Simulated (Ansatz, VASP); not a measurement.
# FeSi2 in VASP and in Ansatz

INCAR

```
SYSTEM = FeSi2
ALGO     = Normal         ! electronic algorithm
EDIFF    = 1E-7           ! SCF threshold, eV
EDIFFG   = -0.001         ! ionic threshold
ENCUT    = 600            ! plane-wave cutoff, eV
GGA      = PS             ! functional
IBRION   = 2              ! ionic algorithm
ISIF     = 3              ! what is computed and relaxed
ISMEAR   = -1             ! smearing method
LASPH    = .True.         ! aspherical terms in the spheres
LCHARG   = .False.        ! write CHGCAR
LREAL    = .False.        ! projectors in reciprocal space
LWAVE    = .False.        ! write WAVECAR
NELM     = 100            ! most SCF steps
NSW      = 80             ! ionic steps
PREC     = Accurate       ! precision mode
SIGMA    = 0.15           ! smearing width, eV
```

File KPOINTS:

```
k-points
0
Gamma
  16 16 8
  0 0 0
```

Contents of POSCAR:

```
FeSi2
1.0
    2.6762815761      0.0000000000      0.0000000000
    0.0000000000      2.6762815761      0.0000000000
    0.0000000000      0.0000000000      5.1063623108
Fe Si
1 2
Direct
    0.0000000000      0.0000000000      0.0000000000
    0.5000000000      0.5000000000      0.2719321960
    0.5000000000      0.5000000000      0.7280678040
```

Input for Ansatz:

```yaml
crystal:
  lattice:
    - [2.6762815761, 0.0, 0.0]
    - [0.0, 2.6762815761, 0.0]
    - [0.0, 0.0, 5.1063623108]
  atoms:
    - { symbol: Fe, position: [0.0, 0.0, 0.0] }
    - { symbol: Si, position: [0.5, 0.5, 0.271932196] }
    - { symbol: Si, position: [0.5, 0.5, 0.728067804] }
basis:
  ecutwfc: 420
kpoints:
  mp_grid: { grid: [16, 16, 8] }
hamiltonian:
  xc: pbesol
scf:
  occupations: { method: fermi_dirac, width: 0.15 }
output:
  forces: true
  stress: true
  eigenvalues: true
  write_density: true
  write_potential: true
  elf: true
  volumetric_format: npy
relax:
  adjacent_minimum: "off"
  f_tol: 0.001
  max_steps: 60
  cell: { stress_tol: 0.01 }
```

Alike in both runs: task relaxation of cell and atoms; functional PBEsol; k mesh 16 × 16 × 8; occupations fermi-dirac, width 0.15 eV; no spin polarisation.

|  | VASP | Ansatz |
| --- | --- | --- |
| version | VASP 6.6.1 | Ansatz 0.2.0 |
| potentials or method | VASP PAW PBE potentials, release 64 (Fe, Si), cutoff 600 eV | scalar-relativistic, plane waves, PAW |
| valence electrons in the cell | 16 | 24 |

```csv
,VASP,Ansatz,Ansatz less VASP
"gap on the k mesh at the Fermi level, each at its own relaxed structure (eV)",none,none,-
relaxed volume (Å³/atom),12.24,12.22,-0.025
relaxed cell length with the largest relative difference (Å),5.109,5.105,-0.0038
```

VASP's potentials were made for PBE, not for PBEsol. A gap of «none» marks a metal or a gap that the smearing closes. VASP's potentials hold 16 valence electrons a cell and Ansatz's 24, so a difference there can come from the potentials and not from the codes.
